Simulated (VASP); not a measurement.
Runs of VASP 6.6.1 on Al. The structure is that of space group Fd-3m (No. 227), or close to it. The cells are those of the table. 

```csv
cell,k mesh,gap on the mesh (eV),pressure (GPa)
"a = 4.330 Å, angles 60.0°, 2 atoms",11 × 11 × 11,none,-1.3
"a = 4.303 Å, angles 60.0°, 2 atoms",11 × 11 × 11,none,-0.7
"a = 4.246 Å, angles 60.0°, 2 atoms",16 × 16 × 16,none,0.8
"a = 4.246 Å, angles 60.0°, 2 atoms",11 × 11 × 11,none,0.8
"a = 4.187 Å, angles 60.0°, 2 atoms",16 × 16 × 16,none,2.7
"a = 4.358 Å, angles 60.0°, 2 atoms",11 × 11 × 11,none,-1.9
"a = 4.216 Å, angles 60.0°, 2 atoms",16 × 16 × 16,none,1.7
"a = 4.187 Å, angles 60.0°, 2 atoms",11 × 11 × 11,none,2.7
"a = 4.274 Å, angles 60.0°, 2 atoms",11 × 11 × 11,none,(a)
"a = 4.216 Å, angles 60.0°, 2 atoms",11 × 11 × 11,none,1.7
```

Alike in all rows: task single point; level PBE; potentials or basis VASP PAW PBE potentials, release 64 (Al); no spin polarisation; cutoff (eV) 500; smearing fermi-dirac 0.0612256 eV.

Problem. Estimate the missing entries.

Solution. (a) 0.0.

A gap of «none» marks levels without a gap at the run's occupations.
